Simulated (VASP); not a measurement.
AgBr, 2 atoms in the cell. The structure is cubic, space group Fm-3m (No. 225). The conventional cell has a = 5.675 Å, b = 5.675 Å, c = 5.675 Å, α = 90.00°, β = 90.00°, γ = 90.00°. Ag (site symmetry m-3m) has 6 Br at 2.84 Å within 3.7 Å. Br (site symmetry m-3m) has 6 Ag at 2.84 Å within 3.7 Å. 

* Program: VASP 6.6.1
* Task: relaxation of cell and atoms
* Functional: PBEsol
* Potentials or basis: VASP PAW PBE potentials, release 64 (Ag, Br)
* Cutoff: 500 eV
* k mesh: 8 × 8 × 8
* Occupations: gaussian, width 0.01 eV
* Spin: no spin polarisation
* Target pressure: 7 GPa
* Dipole correction: no
* Further INCAR settings: ALGO = Normal; EDIFF = 1e-07; IBRION = 2; EDIFFG = -0.002; NSW = 100; ISIF = 3

Potentials or basis: VASP PAW PBE potentials, release 64 (Ag, Br).

Run with:

```sh
$ cat potpaw_PBE.64/Ag/POTCAR potpaw_PBE.64/Br/POTCAR > POTCAR
$ mpirun -np 1 vasp_std > vasp.out
```

Hardware: 1 thread of Intel Xeon 8259CL, on a shared host.

Question: Estimate the wall time of this run.

Answer: Wall time 86 s on 1 thread of Intel Xeon 8259CL (shared host), peak memory 0.19 GiB. Counts: scf iterations 33, k points 29, ion steps 3.
